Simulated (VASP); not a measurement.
# Rh (P6_3/mmc) in VASP: single point with r2SCAN

Aim: the single point of Rh with r2SCAN.

All numbers are computed with VASP 6.6.1; they aren't measurements. Logs are shortened: lines on timing, memory, paths and dates and some standing lists are left out, and cuts for length are marked.

## Step 1: The cell of the first run

The structure is hexagonal, space group P6_3/mmc (No. 194). Conventional cell: a = 2.688 Å, b = 2.688 Å, c = 4.247 Å, α = 90.00°, β = 90.00°, γ = 120.00°. Rh (site symmetry -6m2) has 12 Rh at 2.63 to 2.69 Å within 3.5 Å.

This isn't the form of Rh at room conditions, which is fcc.

## Step 2: Single point, r2SCAN

Contents of POSCAR:

```
Rh
1.0
    1.3441500000      2.3281360000      0.0000000000
   -1.3441500000      2.3281360000      0.0000000000
    0.0000000000      0.0000000000      4.2473390000
Rh
2
Direct
    0.3333300000      0.3333400000      0.2500000000
    0.6666600000      0.6666700000      0.7500000000
```

Contents of INCAR.step1:

```
PREC = Accurate
ENCUT = 550
ISMEAR = -1
SIGMA = 0.1
LREAL = False
LASPH = True
NELM = 120
NBANDS = 22
GGA = PE
ALGO = Normal
EDIFF = 1E-5
LWAVE = True
LCHARG = False
GGA_COMPAT = False
```

Contents of INCAR.step2:

```
PREC = Accurate
ENCUT = 550
EDIFF = 1E-6
ISMEAR = -1
SIGMA = 0.1
LREAL = False
LASPH = True
NELM = 120
ALGO = Normal
ISIF = 2
LWAVE = False
LCHARG = False
METAGGA = R2SCAN
LMIXTAU = True
NBANDS = 22
ISTART = 1
GGA_COMPAT = False
```

Contents of KPOINTS:

```
regular mesh
0
Gamma
  14 14 8
```

Potentials or basis: VASP PAW PBE potentials, release 64 (Rh_pv).

Command:

```
> cat potpaw_PBE.64/Rh_pv/POTCAR > POTCAR
> cp INCAR.step1 INCAR
> mpirun -np 1 vasp_std > vasp.out
> cp INCAR.step2 INCAR
> mpirun -np 1 vasp_std > vasp.out
```

OUTCAR:

```text
PREC = Accurate
   ENCUT = 550
   EDIFF = 1E-6
   ISMEAR = -1
   LREAL = False
   LASPH = True
   NELM = 120
   ISIF = 2
   METAGGA = R2SCAN
   ISTART = 1

 ion  position               nearest neighbor table
   1  0.333  0.333  0.250-   2 2.63   2 2.63   2 2.63   2 2.63   2 2.63   2 2.63
   2  0.667  0.667  0.750-   1 2.63   1 2.63   1 2.63   1 2.63   1 2.63   1 2.63

  LATTYP: Found a hexagonal cell.
 ALAT       =     2.6882999195
 C/A-ratio  =     1.5799349504

  Lattice vectors:

 A1 = (   1.3441500000,  -2.3281360000,   0.0000000000)
 A2 = (   1.3441500000,   2.3281360000,   0.0000000000)
 A3 = (   0.0000000000,   0.0000000000,   4.2473390000)

Analysis of symmetry for initial positions (statically):
=====================================================================
 Subroutine PRICEL returns:
 Original cell was already a primitive cell.

 Routine SETGRP: Setting up the symmetry group for a
 hexagonal supercell.

 Subroutine GETGRP returns: Found  8 space group operations
 (whereof  2 operations were pure point group operations)
 out of a pool of 24 trial point group operations.

The static configuration has the point symmetry C_2 .
 The point group associated with its full space group is D_2h.

Analysis of symmetry for dynamics (positions and initial velocities):
=====================================================================
 Subroutine PRICEL returns:
 Original cell was already a primitive cell.

 Routine SETGRP: Setting up the symmetry group for a
 hexagonal supercell.

 Subroutine GETGRP returns: Found  8 space group operations
 (whereof  2 operations were pure point group operations)
 out of a pool of 24 trial point group operations.

The dynamic configuration has the point symmetry C_2 .
 The point group associated with its full space group is D_2h.

 Subroutine INISYM returns: Found  8 space group operations
 (whereof  2 operations are pure point group operations),
 and found     1 'primitive' translations

----------------------------------------------------------------------------------------

                                     Primitive cell

  volume of cell :      26.5829

  direct lattice vectors                    reciprocal lattice vectors
     1.344150000  2.328136000  0.000000000     0.371982294  0.214764086  0.000000000
    -1.344150000  2.328136000  0.000000000    -0.371982294  0.214764086  0.000000000
     0.000000000  0.000000000  4.247339000     0.000000000  0.000000000  0.235441532

  length of vectors
     2.688299919  2.688299919  4.247339000     0.429528159  0.429528159  0.235441532

  position of ions in fractional coordinates (direct lattice)
     0.333330000  0.333340000  0.250000000
     0.666660000  0.666670000  0.750000000

  ion indices of the primitive-cell ions
   primitive index   ion index
                 1           1
                 2           2

----------------------------------------------------------------------------------------

 KPOINTS: regular mesh

Automatic generation of k-mesh.
 Grid dimensions read from file:
 generate k-points for:   14   14    8

 Generating k-lattice:

  Cartesian coordinates                     Fractional coordinates (reciprocal lattice)
     0.026570164  0.015340292  0.000000000     0.071428571  0.000000000  0.000000000
    -0.026570164  0.015340292  0.000000000     0.000000000  0.071428571  0.000000000
     0.000000000  0.000000000  0.029430191     0.000000000  0.000000000  0.125000000

  Length of vectors
     0.030680583  0.030680583  0.029430191

  Shift w.r.t. Gamma in fractional coordinates (k-lattice)
     0.000000000  0.000000000  0.000000000

 Subroutine IBZKPT returns following result:
 ===========================================

 Found    285 irreducible k-points:

 Following reciprocal coordinates:
            Coordinates               Weight
  0.000000  0.000000  0.000000      1.000000
  0.071429  0.000000  0.000000      4.000000
  0.071429  0.071429  0.000000      2.000000
  0.142857  0.000000  0.000000      4.000000
  0.142857  0.142857  0.000000      2.000000
  0.214286  0.000000  0.000000      4.000000
[... 16 lines left out ...]
 -0.071429  0.214286  0.000000      4.000000
  0.357143  0.071429  0.000000      4.000000
 [... further k-points ...]
   k-points           NKPTS =    285   k-points in BZ     NKDIM =    285   number of bands    NBANDS=     22
   number of dos      NEDOS =    301   number of ions     NIONS =      2
   total plane-waves  NPLWV =  18432
   dimension x,y,z NGX =    24 NGY =   24 NGZ =   32
   dimension x,y,z NGXF=    48 NGYF=   48 NGZF=   64
   ions per type =               2
   NGX,Y,Z   is equivalent  to a cutoff of  14.84, 14.84, 12.53 a.u.
   NGXF,Y,Z  is equivalent  to a cutoff of  29.68, 29.68, 25.05 a.u.
 SYSTEM =  unknown system
   PREC   = accura    normal or accurate (medium, high low for compatibility)
   ISTART =      1    job   : 0-new  1-cont  2-samecut
   ICHARG =      0    charge: 1-file 2-atom 10-const
   ISPIN  =      1    spin polarized calculation?
   LNONCOLLINEAR =      F non collinear calculations
   LSORBIT =      F    spin-orbit coupling
   LASPH  =      T    aspherical Exc in radial PAW
   ENCUT  =  550.0 eV  40.42 Ry    6.36 a.u.   5.14  5.14  8.12*2*pi/ulx,y,z
   NELM   =    120;   NELMIN=  2; NELMDL=  0     # of ELM steps
   EDIFF  = 0.1E-05   stopping-criterion for ELM
   LREAL  =      F    real-space projection
   EDIFFG = 0.1E-04   stopping-criterion for IOM
   NSW    =      0    number of steps for IOM
   IBRION =     -1    ionic relax: 0-MD 1-quasi-New 2-CG
   NFREE  =      0    steps in history (QN), initial steepest desc. (CG)
   ISIF   =      2    stress and relaxation
   ISYM   =      2    0-nonsym 1-usesym 2-fastsym
   POTIM  = 0.5000    time-step for ionic-motion
   TEBEG  =    0.0;   TEEND  =   0.0 temperature during run
   PSTRESS=    0.0 pullay stress
   NELECT =      30.0000    total number of electrons
   NUPDOWN=      -1.0000    fix difference up-down
   EMIN   =  10.00;   EMAX   =-10.00  energy-range for DOS
   EFERMI =   0.00;   METHOD = LEGACY
   ISMEAR =    -1;   SIGMA  =   0.10  broadening in eV -4-tet -1-fermi 0-gaus
   EFERMI_NEDOS =   21; number of points for ismear=-14 and -15
   IALGO  =     38    algorithm
   IMIX   =      4    mixing-type and parameters
     AMIX     =   0.40;   BMIX     =  1.00
     AMIX_MAG =   1.60;   BMIX_MAG =  1.00
  volume/ion in A,a.u.               =      13.29        89.70
  Fermi-wavevector in a.u.,A,eV,Ry     =   1.704437  3.220919 39.526353  2.905105
  Thomas-Fermi vector in A             =   2.783841
   LORBIT       =      0    0 simple, 1 ext, 2 COOP (PROOUT), +10 PAW based schemes
   METAGGA = R2SCAN    functional components
   LHFCALC =     F    Hartree Fock is set to
   AEXX    =    0.0000 exact exchange contribution
   IVDW    =     0    specifies the selected vdW correction
   LEPSILON=     F    determine dielectric tensor
   LRPA    =     F    only Hartree local field effects (RPA)
 non-spin polarized calculation
  energy-cutoff  :      550.00
  volume of cell :       26.58
 maximum number of plane-waves:       796
 NGX is ok and might be reduce to    24
   NGX = 11   NGY = 11   NGZ = 17

 number of electron      29.9999992 magnetization

 Free energy of the ion-electron system (eV)
  ---------------------------------------------------
  ext. energy  EPLUGINS =         0.00000000
  ---------------------------------------------------
  free energy    TOTEN  =       -48.18314542 eV

  energy without entropy =      -48.07973188  energy(sigma->0) =      -48.13143865

 E-fermi :  12.4870     XC(G=0): -15.4593

 val. band max:       12.4692554787   @ k =   0.4286   0.2143   0.3750
 cond. band min:      12.4911591648   @ k =   0.2857   0.4286   0.0000
 fundamental gap:      0.0219036861
 Fermi energy:        12.4869809038

 k-point     1 :       0.0000    0.0000    0.0000
  band No.  band energies     occupation
      1     -36.4111      2.00000
      2     -35.6007      2.00000
      3     -35.6007      2.00000
      4     -35.4559      2.00000
      5     -35.4550      2.00000
      6     -35.4550      2.00000
[... 14 lines left out ...]
     21      29.7442      0.00000
     22      29.7449      0.00000

 k-point     2 :       0.0714    0.0000    0.0000
  band No.  band energies     occupation
      1     -36.3966      2.00000
      2     -35.6308      2.00000
      3     -35.6110      2.00000
      4     -35.4865      2.00000
      5     -35.4628      2.00000
      6     -35.4593      2.00000
[... 14 lines left out ...]
     21      29.7443      0.00000
     22      29.7448      0.00000

 k-point     3 :       0.0714    0.0714    0.0000
  band No.  band energies     occupation
      1     -36.3966      2.00000
      2     -35.6308      2.00000
      3     -35.6110      2.00000
      4     -35.4865      2.00000
      5     -35.4628      2.00000
      6     -35.4593      2.00000
[... 14 lines left out ...]
     21      29.7443      0.00000
     22      29.7448      0.00000

 k-point     4 :       0.1429    0.0000    0.0000
  band No.  band energies     occupation
      1     -36.3546      2.00000
      2     -35.7152      2.00000
      3     -35.6391      2.00000
      4     -35.5738      2.00000
      5     -35.4834      2.00000
      6     -35.4718      2.00000
[... 14 lines left out ...]
     21      29.7444      0.00000
     22      29.7451      0.00000

 k-point     5 :       0.1429    0.1429    0.0000
  band No.  band energies     occupation
      1     -36.3546      2.00000
      2     -35.7152      2.00000
      3     -35.6391      2.00000
      4     -35.5738      2.00000
      5     -35.4834      2.00000
      6     -35.4718      2.00000
[... 14 lines left out ...]
     21      29.7444      0.00000
     22      29.7451      0.00000

 k-point     6 :       0.2143    0.0000    0.0000
  band No.  band energies     occupation
      1     -36.2894      2.00000
      2     -35.8374      2.00000
      3     -35.6971      2.00000
      4     -35.6784      2.00000
      5     -35.5176      2.00000
      6     -35.4910      2.00000
[... 14 lines left out ...]
     21      29.7448      0.00000
     22      31.2979      0.00000

 k-point     7 :       0.2143    0.2143    0.0000
  band No.  band energies     occupation
      1     -36.2894      2.00000
      2     -35.8374      2.00000
      3     -35.6971      2.00000
      4     -35.6783      2.00000
      5     -35.5176      2.00000
      6     -35.4910      2.00000
[... 324 lines left out ...]
      6     -35.4924      2.00000
[... 14 lines left out ...]
     21      29.7442      0.00000
     22      29.7449      0.00000

 k-point    21 :       0.2857    0.0714    0.0000
  band No.  band energies     occupation
      1     -36.2412      2.00000
      2     -35.9052      2.00000
      3     -35.7986      2.00000
      4     -35.6873      2.00000
      5     -35.5448      2.00000
      6     -35.5174      2.00000
[... 14 lines left out ...]
     21      29.3017      0.00000
     22      29.7451      0.00000

 k-point    22 :       0.2143    0.2857    0.0000
  band No.  band energies     occupation
      1     -36.2412      2.00000
      2     -35.9052      2.00000
      3     -35.7986      2.00000
      4     -35.6873      2.00000
      5     -35.5448      2.00000
      6     -35.5174      2.00000
[... 14 lines left out ...]
     21      29.3018      0.00000
     22      29.7451      0.00000

 k-point    23 :      -0.0714    0.2143    0.0000
  band No.  band energies     occupation
      1     -36.2412      2.00000
      2     -35.9052      2.00000
      3     -35.7986      2.00000
      4     -35.6873      2.00000
      5     -35.5448      2.00000
      6     -35.5174      2.00000
[... 14 lines left out ...]
     21      29.3018      0.00000
     22      29.7451      0.00000

 k-point    24 :       0.3571    0.0714    0.0000
  band No.  band energies     occupation
      1     -36.1561      2.00000
      2     -36.0338      2.00000
      3     -35.9046      2.00000
      4     -35.7434      2.00000
      5     -35.5971      2.00000
      6     -35.5421      2.00000
[... 14 lines left out ...]
     21      27.7453      0.00000
     22      29.5555      0.00000

 [... further k-points ...]

------------------------ aborting loop because EDIFF is reached ----------------------------------------

  FORCE on cell =-STRESS in cart. coord.  units (eV):
  Direction    XX          YY          ZZ          XY          YZ          ZX
  --------------------------------------------------------------------------------------
  -------------------------------------------------------------------------------------
  Total        1.8039825      1.8040489      2.8406627     -0.0000000      0.0000000      0.0000000
  in kB      108.7276238    108.7316289    171.2092613     -0.0000000      0.0000000      0.0000000
  external PRESSURE =     129.5561713 kB  Pullay stress =       0.0000000 kB

 VOLUME and BASIS-vectors are now :
 -----------------------------------------------------------------------------
  energy-cutoff  :      550.00
  volume of cell :       26.58
      direct lattice vectors                 reciprocal lattice vectors
     1.344150000  2.328136000  0.000000000     0.371982294  0.214764086  0.000000000
    -1.344150000  2.328136000  0.000000000    -0.371982294  0.214764086  0.000000000
     0.000000000  0.000000000  4.247339000     0.000000000  0.000000000  0.235441532

 POSITION                                       TOTAL-FORCE (eV/Angst)
 -----------------------------------------------------------------------------------
     -0.00001      1.55210      1.06183         0.000000     -0.000073     -0.000000
     -0.00001      3.10417      3.18550         0.000000      0.000073      0.000000
 -----------------------------------------------------------------------------------
    total drift:                               -0.000000      0.000000     -0.000000

  FREE ENERGIE OF THE ION-ELECTRON SYSTEM (eV)
  ---------------------------------------------------
  free  energy   TOTEN  =       -48.1831454159 eV

  energy  without entropy=      -48.0797318784  energy(sigma->0) =      -48.13143865
```

It took 4.8 min on 1 thread of Intel Xeon Platinum 8488C (Sapphire Rapids), shared host; peak memory 0.26 GiB.

What came out:

* Free energy: -48.1831 eV
* Pressure: 13.0 GPa
* Band gap on the k mesh: zero (bands 15 and 16 overlap by 2.44 eV)

Caveat: the cell stands under pressure; the PAW data sets were made with another functional, which shifts forces and pressure a little.
